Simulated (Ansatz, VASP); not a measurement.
This is a calculation of Mg3Sb2 for VASP 6.6.1.

File INCAR:

```
PREC = Accurate
ENCUT = 600
EDIFF = 1E-6
ISMEAR = -1
SIGMA = 0.05
LREAL = False
LASPH = True
NELM = 120
ALGO = Normal
ISIF = 2
LWAVE = False
LCHARG = False
GGA = PS
NBANDS = 16
GGA_COMPAT = False
```

KPOINTS

```
Automatic mesh
0
Gamma
  7 7 4
```

POSCAR

```
Mg3Sb2
1.0
    4.5820000000      0.0000000000      0.0000000000
   -2.2910000000      3.9681284001      0.0000000000
    0.0000000000      0.0000000000      7.2440000000
Sb Mg
2 3
Direct
    0.6666666667      0.3333333333      0.7650000000
    0.3333333333      0.6666666667      0.2350000000
    0.0000000000      0.0000000000      0.0000000000
    0.6666666667      0.3333333333      0.3700000000
    0.3333333333      0.6666666667      0.6300000000
```

Potentials or basis: VASP PAW PBE potentials, release 64 (Sb, Mg).

Launch:

```sh
$ cat potpaw_PBE.64/Sb/POTCAR potpaw_PBE.64/Mg/POTCAR > POTCAR
$ mpirun -np 1 vasp_std > vasp.out
```

Translate it to Ansatz 0.2.0. Potentials there: Ansatz PAW.

As run (the cutoff follows the program's own potentials):

The input input.yaml:

```yaml
crystal:
  lattice:
    - [4.582, 0.0, 0.0]
    - [-2.291, 3.9681284001, 0.0]
    - [0.0, 0.0, 7.244]
  atoms:
    - { symbol: Sb, position: [0.6666666667, 0.3333333333, 0.765] }
    - { symbol: Sb, position: [0.3333333333, 0.6666666667, 0.235] }
    - { symbol: Mg, position: [0.0, 0.0, 0.0] }
    - { symbol: Mg, position: [0.6666666667, 0.3333333333, 0.37] }
    - { symbol: Mg, position: [0.3333333333, 0.6666666667, 0.63] }
hamiltonian:
  xc: pbesol
  pseudopotentials: { kind: paw }
kpoints:
  mp_grid: { grid: [7, 7, 4] }
scf:
  occupations: { method: fermi_dirac, width: 0.05 }
output:
  forces: true
  stress: true
  eigenvalues: true
```

Potentials or basis: Ansatz PAW.

The run is started by

```console
$ ansatz run input.yaml --threads 1 --pin off --max-ram 3584MiB --backend cpu --events-out ev --progress --plain --runs-dir out
```

Both were run:

|  | VASP | Ansatz | Ansatz less VASP |
| --- | --- | --- | --- |
| gap on the k mesh at the Fermi level (eV) | 0.35 | 0.36 | +0.012 |
| least direct gap on the mesh (eV) | 1.12 | 1.11 | -0.012 |
| pressure (GPa) | -0.4 | -0.5 | -0.13 |
| traceless stress, the component that is largest in VASP (GPa) | 0.45 | 0.44 | -0.008 |
| rms of the force components (eV/Å) | 0.184 | 0.175 | -0.0088 |

VASP's potentials were made for PBE, not for PBEsol. Atom by atom the forces differ by 0.009 eV/Å (rms over components). VASP's potentials hold 16 valence electrons a cell and Ansatz's 60, so a difference there can come from the potentials and not from the codes.

Neither program's run includes spin-orbit coupling. Noted on Ansatz's run: odd divisions of the mesh miss points on the zone boundary, where band edges often lie, so the gap on the mesh can be too wide.
